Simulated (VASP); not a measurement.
# GdCu3 (Pm-3m) in VASP: further runs

GdCu3 is run at these levels: PBEsol, RPBE+U; tasks: density of states, single point.

Everything below comes from runs of VASP 6.6.1. Logs are shortened: lines on timing, memory, paths and dates and some standing lists are left out, and cuts for length are marked.

### 1 The cell of the first run

The structure is cubic, space group Pm-3m (No. 221). The conventional cell has a = 4.036 Å, b = 4.036 Å, c = 4.036 Å, α = 90.00°, β = 90.00°, γ = 90.00°. Gd (site symmetry m-3m) has 12 Cu at 2.85 Å within 3.8 Å. Cu (site symmetry 4/mmm) has 4 Gd at 2.85 Å and 8 Cu at 2.85 Å within 3.8 Å.

### 2 Density of states, PBEsol, collinear spin, ferromagnetic start

POSCAR

```
GdCu3
1.0
    4.0361002085      0.0000000000      0.0000000000
    0.0000000000      4.0361002085      0.0000000000
    0.0000000000      0.0000000000      4.0361002085
Gd Cu
1 3
Direct
    0.0000000000      0.0000000000      0.0000000000
    0.0000000000      0.5000000000      0.5000000000
    0.5000000000      0.5000000000      0.0000000000
    0.5000000000      0.0000000000      0.5000000000
```

INCAR.step1

```
SYSTEM = GdCu3
PREC = Accurate
ENCUT = 520
EDIFF = 1E-7
ISMEAR = 0
SIGMA = 0.05
LREAL = .False.
LASPH = .True.
NELM = 150
ALGO = Normal
ISIF = 2
LWAVE = .False.
LCHARG = .True.
ISPIN = 2
MAGMOM = 7.69 0 0 0
LMAXMIX = 6
GGA = PS
NBANDS = 38
```

KPOINTS.step1

```
regular mesh
0
Gamma
  8 8 8
  0 0 0
```

INCAR.step2

```
SYSTEM = GdCu3
PREC = Accurate
ENCUT = 520
EDIFF = 1E-7
ISMEAR = -5
SIGMA = 0.05
LREAL = .False.
LASPH = .True.
NELM = 150
ALGO = Normal
ISIF = 2
LWAVE = .False.
LCHARG = .False.
ISPIN = 2
MAGMOM = 7.69 0 0 0
LORBIT = 10
LMAXMIX = 6
GGA = PS
NBANDS = 38
NEDOS = 1001
ICHARG = 11
```

KPOINTS.step2

```
regular mesh
0
Gamma
  12 12 12
  0 0 0
```

Potentials or basis: VASP PAW PBE potentials, release 64 (Gd, Cu).

Run with:

```sh
$ cat potpaw_PBE.64/Gd/POTCAR potpaw_PBE.64/Cu/POTCAR > POTCAR
$ cp INCAR.step1 INCAR
$ cp KPOINTS.step1 KPOINTS
$ mpirun -np 1 vasp_std > vasp.out
$ cp INCAR.step2 INCAR
$ cp KPOINTS.step2 KPOINTS
$ mpirun -np 1 vasp_std > vasp.out
```

OUTCAR:

```text
SYSTEM = GdCu3
   PREC = Accurate
   ENCUT = 520
   EDIFF = 1E-7
   ISMEAR = -5
   LREAL = .False.
   LASPH = .True.
   NELM = 150
   ISIF = 2
   ISPIN = 2
   LORBIT = 10
   GGA = PS
   ICHARG = 11

 ion  position               nearest neighbor table
   1  0.000  0.000  0.000-   2 2.85   3 2.85   4 2.85   2 2.85   4 2.85   2 2.85   3 2.85   2 2.85
                             3 2.85   4 2.85   4 2.85   3 2.85
   2  0.000  0.500  0.500-   1 2.85   1 2.85   1 2.85   1 2.85
   3  0.500  0.500  0.000-   1 2.85   1 2.85   1 2.85   1 2.85
   4  0.500  0.000  0.500-   1 2.85   1 2.85   1 2.85   1 2.85

  LATTYP: Found a simple cubic cell.
 ALAT       =     4.0361002085

  Lattice vectors:

 A1 = (   4.0361002085,   0.0000000000,   0.0000000000)
 A2 = (   0.0000000000,   4.0361002085,   0.0000000000)
 A3 = (   0.0000000000,   0.0000000000,   4.0361002085)

Analysis of symmetry for initial positions (statically):
=====================================================================
 Subroutine PRICEL returns:
 Original cell was already a primitive cell.

 Routine SETGRP: Setting up the symmetry group for a
 simple cubic supercell.

 Subroutine GETGRP returns: Found 48 space group operations
 (whereof 48 operations were pure point group operations)
 out of a pool of 48 trial point group operations.

The static configuration has the point symmetry O_h .

Analysis of symmetry for dynamics (positions and initial velocities):
=====================================================================
 Subroutine PRICEL returns:
 Original cell was already a primitive cell.

 Routine SETGRP: Setting up the symmetry group for a
 simple cubic supercell.

 Subroutine GETGRP returns: Found 48 space group operations
 (whereof 48 operations were pure point group operations)
 out of a pool of 48 trial point group operations.

The dynamic configuration has the point symmetry O_h .

Analysis of structural, dynamic, and magnetic symmetry:
=====================================================================
 Subroutine PRICEL returns:
 Original cell was already a primitive cell.

 Routine SETGRP: Setting up the symmetry group for a
 simple cubic supercell.

 Subroutine GETGRP returns: Found 48 space group operations
 (whereof 48 operations were pure point group operations)
 out of a pool of 48 trial point group operations.

The overall configuration has the point symmetry O_h .

 Subroutine INISYM returns: Found 48 space group operations
 (whereof 48 operations are pure point group operations),
 and found     1 'primitive' translations
[... 130 lines left out ...]
   LEPSILON=     F    determine dielectric tensor
   LRPA    =     F    only Hartree local field effects (RPA)
 spin polarized calculation
 Fermi weights with tetrahedron method with Bloechl corrections
  energy-cutoff  :      520.00
  volume of cell :       65.75
 maximum number of plane-waves:      1800

 number of electron      50.9999981 magnetization       7.4172055

 Free energy of the ion-electron system (eV)
  ---------------------------------------------------
  ext. energy  EPLUGINS =         0.00000000
  ---------------------------------------------------
  free energy    TOTEN  =       -24.36527112 eV

  energy without entropy =      -24.36527112  energy(sigma->0) =      -24.36527112

 E-fermi :   5.4705     XC(G=0): -11.8597

 val. band max:        5.6254333745   @ k =   0.0833   0.0833   0.0833
 cond. band min:       5.3667828370   @ k =   0.1667   0.1667   0.1667
 fundamental gap:     -0.2586505375
 Fermi energy:         5.4704867196

 spin component 1

 k-point     1 :       0.0000    0.0000    0.0000
  band No.  band energies     occupation
      1     -39.3776      1.00000
      2     -16.7935      1.00000
      3     -16.7935      1.00000
      4     -16.7935      1.00000
      5      -2.2024      1.00000
      6       0.7861      1.00000
[... 949 lines left out ...]
     36      12.6492      0.00000
     37      12.7027      0.00000

 [... further k-points ...]

 spin component 2

 k-point     1 :       0.0000    0.0000    0.0000
  band No.  band energies     occupation
      1     -36.2401      1.00000
      2     -14.5617      1.00000
      3     -14.5617      1.00000
      4     -14.5617      1.00000
      5      -1.9623      1.00000
      6       0.9699      1.00000
[... 949 lines left out ...]
     36      12.9787      0.00000
     37      13.1608      0.00000

 [... further k-points ...]

 [bands above 37 left out]

------------------------ aborting loop because EDIFF is reached ----------------------------------------

  FORCE on cell =-STRESS in cart. coord.  units (eV):
  Direction    XX          YY          ZZ          XY          YZ          ZX
  --------------------------------------------------------------------------------------
  -------------------------------------------------------------------------------------
  Total       -0.3777720     -0.3777720     -0.3777720      0.0000000      0.0000000      0.0000000
  in kB       -9.2056510     -9.2056510     -9.2056510      0.0000000      0.0000000      0.0000000
  external PRESSURE =      -9.2056510 kB  Pullay stress =       0.0000000 kB

 VOLUME and BASIS-vectors are now :
 -----------------------------------------------------------------------------
  energy-cutoff  :      520.00
  volume of cell :       65.75
      direct lattice vectors                 reciprocal lattice vectors
     4.036100208  0.000000000  0.000000000     0.247763918  0.000000000  0.000000000
     0.000000000  4.036100208  0.000000000     0.000000000  0.247763918  0.000000000
     0.000000000  0.000000000  4.036100208     0.000000000  0.000000000  0.247763918

 POSITION                                       TOTAL-FORCE (eV/Angst)
 -----------------------------------------------------------------------------------
      0.00000      0.00000      0.00000         0.000000      0.000000      0.000000
      0.00000      2.01805      2.01805         0.000000      0.000000      0.000000
      2.01805      2.01805      0.00000         0.000000      0.000000      0.000000
      2.01805      0.00000      2.01805         0.000000      0.000000      0.000000
 -----------------------------------------------------------------------------------
    total drift:                                0.000000      0.000000     -0.000000

  FREE ENERGIE OF THE ION-ELECTRON SYSTEM (eV)
  ---------------------------------------------------
  free  energy   TOTEN  =       -24.3652711195 eV

  energy  without entropy=      -24.3652711195  energy(sigma->0) =      -24.36527112

 total charge

# of ion       s       p       d       f       tot
--------------------------------------------------
    1        2.061   5.605   0.588   6.996  15.249
    2        0.527   0.259   9.140   0.000   9.925
    3        0.527   0.259   9.140   0.000   9.925
    4        0.527   0.259   9.140   0.000   9.925
--------------------------------------------------
tot          3.642   6.380  28.006   6.996  45.024

 magnetization (x)

# of ion       s       p       d       f       tot
--------------------------------------------------
    1        0.003  -0.060   0.105   6.798   6.847
    2        0.002   0.015   0.020   0.000   0.037
    3        0.002   0.015   0.020   0.000   0.037
    4        0.002   0.015   0.020   0.000   0.037
--------------------------------------------------
tot          0.009  -0.015   0.166   6.798   6.958
```

OUTCAR.step1:

```text
SYSTEM = GdCu3
   PREC = Accurate
   ENCUT = 520
   EDIFF = 1E-7
   ISMEAR = 0
   LREAL = .False.
[... 2173 lines left out ...]
      0.00000      2.01805      2.01805         0.000000      0.000000      0.000000
      2.01805      2.01805      0.00000         0.000000      0.000000      0.000000
      2.01805      0.00000      2.01805         0.000000      0.000000      0.000000
 -----------------------------------------------------------------------------------
    total drift:                                0.000000      0.000000     -0.000000

  FREE ENERGIE OF THE ION-ELECTRON SYSTEM (eV)
  ---------------------------------------------------
  free  energy   TOTEN  =       -24.3550151833 eV

  energy  without entropy=      -24.3514062196  energy(sigma->0) =      -24.35321070
```

OSZICAR.step1:

```text
N       E                     dE             d eps       ncg     rms          rms(c)
DAV:   1     0.375891098912E+03    0.37589E+03   -0.19461E+04  7154   0.635E+03
DAV:   2     0.594264453008E+02   -0.31646E+03   -0.28658E+03  6196   0.555E+02
DAV:   3    -0.166947932328E+02   -0.76121E+02   -0.66847E+02  6328   0.210E+02
DAV:   4    -0.255348056357E+02   -0.88400E+01   -0.85781E+01  8520   0.851E+01
[... 25 lines left out ...]
DAV:  30    -0.243550157559E+02    0.55836E-06   -0.16146E-06  7972   0.439E-02    0.161E-02
DAV:  31    -0.243550151881E+02    0.56787E-06   -0.11705E-06  6694   0.526E-02    0.292E-02
DAV:  32    -0.243550150592E+02    0.12885E-06   -0.80449E-07  6972   0.274E-02    0.186E-02
DAV:  33    -0.243550151805E+02   -0.12130E-06   -0.99871E-07  7452   0.500E-03    0.151E-02
DAV:  34    -0.243550151833E+02   -0.28231E-08   -0.31143E-08  3314   0.217E-03
   1 F= -.24355015E+02 E0= -.24353211E+02  d E =-.360896E-02  mag=     7.4172
```

It took 5.5 min on 1 thread of Intel Xeon 6975P-C (Granite Rapids), shared host; peak memory 0.42 GiB.

What came out:

| Quantity | Value |
| --- | --- |
| Net moment | 7.42 μB per cell |
| Site moments | Gd +6.85; Cu +0.04 μB |
| Valence electrons inside the program's atomic spheres | Gd 15.25; Cu 9.93 |

Levels at points of the mesh, in eV from the Fermi level:
Spin up:
```csv
k point,band 25,band 26,band 27,band 28,band 29,band 30,band 31,band 32,band 33,band 34
"(0.00, 0.00, 0.00)",-2.15,-2.15,-2.15,0.54,0.54,1.91,1.91,1.91,3.97,3.97
"(0.50, 0.00, 0.00)",-2.74,-2.63,-2.40,-2.15,0.36,0.36,0.41,3.71,3.89,4.53
"(0.50, 0.50, 0.00)",-2.71,-2.71,-2.59,-2.36,-0.84,-0.84,1.23,1.23,3.93,4.81
"(0.50, 0.50, 0.50)",-2.31,-2.31,-0.88,-0.51,-0.51,-0.51,0.56,0.56,0.56,4.61
```
Spin down:
| k point | band 20 | band 21 | band 22 | band 23 | band 24 | band 25 |
| --- | --- | --- | --- | --- | --- | --- |
| (0.00, 0.00, 0.00) | -2.11 | 0.57 | 0.57 | 0.57 | 0.70 | 0.70 |
| (0.50, 0.00, 0.00) | -2.41 | -2.11 | 0.65 | 0.77 | 0.77 | 0.84 |
| (0.50, 0.50, 0.00) | -2.55 | -1.95 | -0.69 | -0.69 | 0.81 | 0.81 |
| (0.50, 0.50, 0.50) | -1.19 | -0.32 | -0.32 | -0.32 | 0.55 | 0.55 |

Caveat: the PAW data sets were made with another functional, which shifts forces and pressure a little; spin-orbit coupling is left out, which moves the levels of the heavy elements; without U or exact exchange the open f shell lies at the Fermi level, which spoils levels, moments and volumes; tetrahedron occupations give inexact forces and stress in metals.

### 3 Single point, RPBE+U, collinear spin, ferromagnetic start

INCAR

```
SYSTEM = GdCu3
PREC = Accurate
ENCUT = 520
EDIFF = 1E-7
ISMEAR = 1
SIGMA = 0.025
LREAL = .FALSE.
LASPH = .TRUE.
NELM = 150
ALGO = Normal
ISIF = 2
LWAVE = .FALSE.
LCHARG = .FALSE.
ISPIN = 2
MAGMOM = 7 0 0 0
LORBIT = 11
LMAXMIX = 6
LDAU = .TRUE.
LDAUTYPE = 2
LDAUL = -1 2
LDAUU = 0 8
LDAUJ = 0 0
LDAUPRINT = 1
GGA = RP
NBANDS = 38
```

KPOINTS

```
Automatic mesh
0
G
  8 8 8
  0 0 0
```

POSCAR is that of step 2.

Potentials or basis: VASP PAW PBE potentials, release 64 (Gd, Cu).

Run with:

```sh
$ cat potpaw_PBE.64/Gd/POTCAR potpaw_PBE.64/Cu/POTCAR > POTCAR
$ mpirun -np 1 vasp_std > vasp.out
```

OUTCAR:

```text
SYSTEM = GdCu3
   PREC = Accurate
   ENCUT = 520
   EDIFF = 1E-7
   ISMEAR = 1
   LREAL = .FALSE.
   LASPH = .TRUE.
   NELM = 150
   ISIF = 2
   ISPIN = 2
   LORBIT = 11
   GGA = RP

 ion  position               nearest neighbor table
   1  0.000  0.000  0.000-   2 2.85   3 2.85   4 2.85   2 2.85   4 2.85   2 2.85   3 2.85   2 2.85
                             3 2.85   4 2.85   4 2.85   3 2.85
   2  0.000  0.500  0.500-   1 2.85   1 2.85   1 2.85   1 2.85
   3  0.500  0.500  0.000-   1 2.85   1 2.85   1 2.85   1 2.85
   4  0.500  0.000  0.500-   1 2.85   1 2.85   1 2.85   1 2.85

  LATTYP: Found a simple cubic cell.
 ALAT       =     4.0361002085

  Lattice vectors:

 A1 = (   4.0361002085,   0.0000000000,   0.0000000000)
 A2 = (   0.0000000000,   4.0361002085,   0.0000000000)
 A3 = (   0.0000000000,   0.0000000000,   4.0361002085)

Analysis of symmetry for initial positions (statically):
[... 2233 lines left out ...]
  FORCE on cell =-STRESS in cart. coord.  units (eV):
  Direction    XX          YY          ZZ          XY          YZ          ZX
  --------------------------------------------------------------------------------------
  -------------------------------------------------------------------------------------
  Total        4.2439318      4.2439318      4.2439318     -0.0000000     -0.0000000      0.0000000
  in kB      103.4172922    103.4172922    103.4172922     -0.0000000     -0.0000000      0.0000000
  external PRESSURE =     103.4172922 kB  Pullay stress =       0.0000000 kB

 VOLUME and BASIS-vectors are now :
 -----------------------------------------------------------------------------
  energy-cutoff  :      520.00
  volume of cell :       65.75
      direct lattice vectors                 reciprocal lattice vectors
     4.036100208  0.000000000  0.000000000     0.247763918  0.000000000  0.000000000
     0.000000000  4.036100208  0.000000000     0.000000000  0.247763918  0.000000000
     0.000000000  0.000000000  4.036100208     0.000000000  0.000000000  0.247763918

 POSITION                                       TOTAL-FORCE (eV/Angst)
 -----------------------------------------------------------------------------------
      0.00000      0.00000      0.00000         0.000000      0.000000      0.000000
      0.00000      2.01805      2.01805         0.000000      0.000000      0.000000
      2.01805      2.01805      0.00000         0.000000      0.000000      0.000000
      2.01805      0.00000      2.01805         0.000000      0.000000      0.000000
 -----------------------------------------------------------------------------------
    total drift:                                0.000000      0.000000     -0.000000

  FREE ENERGIE OF THE ION-ELECTRON SYSTEM (eV)
  ---------------------------------------------------
  free  energy   TOTEN  =       -13.0067550643 eV

  energy  without entropy=      -13.0066999795  energy(sigma->0) =      -13.00673670

 total charge

# of ion       s       p       d       f       tot
--------------------------------------------------
    1        2.064   5.628   0.580   6.985  15.256
    2        0.497   0.209   9.429   0.000  10.135
    3        0.497   0.209   9.429   0.000  10.135
    4        0.497   0.209   9.429   0.000  10.135
--------------------------------------------------
tot          3.555   6.253  28.867   6.985  45.660

 magnetization (x)

# of ion       s       p       d       f       tot
--------------------------------------------------
    1        0.002  -0.074   0.151   6.818   6.897
    2        0.005   0.016   0.023   0.000   0.044
    3        0.005   0.016   0.023   0.000   0.044
    4        0.005   0.016   0.023   0.000   0.044
--------------------------------------------------
tot          0.017  -0.025   0.220   6.818   7.030
```

stdout:

```text
POSCAR found type information on POSCAR GdCu
 POSCAR found :  2 types and       4 ions
 scaLAPACK will be used
 -----------------------------------------------------------------------------
|                                                                             |
|                                                                             |
|     You enforced a specific xc type in the INCAR file but a different       |
|     I HOPE YOU KNOW WHAT YOU ARE DOING!                                     |
|                                                                             |
 -----------------------------------------------------------------------------

 LDA part: xc-table for (Slater+PW92), standard interpolation
 POSCAR, INCAR and KPOINTS ok, starting setup
 FFT: planning ... GRIDC
 FFT: planning ... GRID_SOFT
 FFT: planning ... GRID
 WAVECAR not read
 entering main loop
```

Wall time 7.1 min (1 thread of Oxide Virtual Turin-like, shared host); peak memory 0.26 GiB.

What came out:

| Item | Value |
| --- | --- |
| Free energy | -13.0068 eV |
| Pressure | 10.3 GPa |
| Net moment | 7.48 μB per cell |
| Site moments | Gd +6.90; Cu +0.04 μB |
| Valence electrons inside the program's atomic spheres | Gd 15.26; Cu 10.13 |

Levels at points of the mesh, in eV from the Fermi level:
Spin up:
| k point | band 25 | band 26 | band 27 | band 28 | band 29 | band 30 | band 31 | band 32 | band 33 | band 34 |
| --- | --- | --- | --- | --- | --- | --- | --- | --- | --- | --- |
| (0.00, 0.00, 0.00) | -3.74 | -3.74 | -3.74 | 0.18 | 0.18 | 2.50 | 2.50 | 2.50 | 3.72 | 3.72 |
| (0.50, 0.00, 0.00) | -4.00 | -3.84 | -3.74 | -3.67 | 0.13 | 0.50 | 0.50 | 3.68 | 3.71 | 5.22 |
| (0.50, 0.50, 0.00) | -4.17 | -4.09 | -3.85 | -2.20 | -0.91 | -0.91 | 1.27 | 1.27 | 3.89 | 4.67 |
| (0.50, 0.50, 0.50) | -3.90 | -3.90 | -0.89 | -0.89 | -0.89 | -0.20 | 0.95 | 0.95 | 0.95 | 4.43 |
Spin down:
```
           k point  band 20  band 21  band 22  band 23  band 24  band 25
(0.00, 0.00, 0.00)    -3.69     0.60     0.60     0.60     0.64     0.64
(0.50, 0.00, 0.00)    -3.67    -3.51     0.59     0.70     0.70     0.76
(0.50, 0.50, 0.00)    -3.64    -1.61    -0.67    -0.67     0.73     0.73
(0.50, 0.50, 0.50)    -0.64    -0.60    -0.60    -0.60     0.62     0.62
```

Eigenvalues of the final occupation matrices:
```tsv
site	spin	trace	eigenvalues
site 2 d	1	4.74	0.94 0.95 0.95 0.95 0.96
site 2 d	2	4.71	0.93 0.94 0.94 0.94 0.95
site 3 d	1	4.74	0.94 0.95 0.95 0.95 0.96
site 3 d	2	4.71	0.93 0.94 0.94 0.94 0.95
site 4 d	1	4.74	0.94 0.95 0.95 0.95 0.96
site 4 d	2	4.71	0.93 0.94 0.94 0.94 0.95
```

Caveat: the PAW data sets were made with another functional, which shifts forces and pressure a little; spin-orbit coupling is left out, which moves the levels of the heavy elements. The state reached can hang on the start; a lower one may exist.
